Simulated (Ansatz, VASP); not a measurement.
Two plane-wave programs on WC

```
CELL_PARAMETERS angstrom
2.94375 0.00000 0.00000
0.00000 2.94375 0.00000
0.00000 0.00000 3.00535
ATOMIC_POSITIONS crystal
W 0.00000 0.00000 0.00000
C 0.50000 0.50000 0.00000
```

Alike in both runs: functional PBE; k mesh 6 × 6 × 5; occupations gaussian, width 0.2 eV; no spin polarisation.

Ansatz relaxed the structure, and its values are those at the end. VASP's run is a single point on that final structure, the one shown.

|  | VASP | Ansatz |
| --- | --- | --- |
| version | VASP 6.6.1 | Ansatz 0.2.0 |
| potentials or method | VASP PAW PBE potentials, release 64 (W_sv, C), cutoff 600 eV | scalar-relativistic, plane waves, PAW |
| valence electrons in the cell | 18 | 18 |

|  | VASP | Ansatz | Ansatz less VASP |
| --- | --- | --- | --- |
| gap on the k mesh at the Fermi level (eV) | none | none | - |
| pressure (GPa) | 0.2 | -0.2 | -0.44 |

A gap of «none» marks a metal or a gap that the smearing closes.

The k mesh is coarse, so the values compare programs but aren't converged. Neither program's run includes spin-orbit coupling.
